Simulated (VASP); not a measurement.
Ti3H, 4 atoms in the cell. The cell holds a slab with vacuum, 4 atoms: a = 2.908 Å, b = 2.908 Å, c = 19.994 Å, α = 90.00°, β = 90.00°, γ = 120.00°. 

- Program: VASP 6.6.1
- Task: relaxation of the atoms
- Functional: PBE
- Potentials or basis: VASP PAW PBE potentials, release 64 (Ti_sv, H)
- Cutoff: 520 eV
- k mesh: 9 × 9 × 1
- Occupations: gaussian, width 0.1 eV
- Spin: no spin polarisation
- Dipole correction: yes
- Atoms held fixed (from 0): [0, 1, 2]
- Further INCAR settings: ALGO = Normal; EDIFF = 1e-06; IBRION = 2; EDIFFG = -0.025; NSW = 36
- Atoms held along some axes (from 0): atom 3 along a and b

Potentials or basis: VASP PAW PBE potentials, release 64 (Ti_sv, H).

Launch:

```console
$ cat potpaw_PBE.64/Ti_sv/POTCAR potpaw_PBE.64/H/POTCAR > POTCAR
$ mpirun -np 1 vasp_std > vasp.out
```

Hardware: 1 thread of Intel(R) Xeon(R) Platinum 8488C (Sapphire Rapids), with other jobs on the host.

Problem. Estimate the wall time of this run.

Solution. It took 4.5 min on 1 thread of Intel(R) Xeon(R) Platinum 8488C (Sapphire Rapids), with other jobs on the host, peak memory 0.35 GiB. Counts: scf iterations 47, k points 41, ion steps 3.
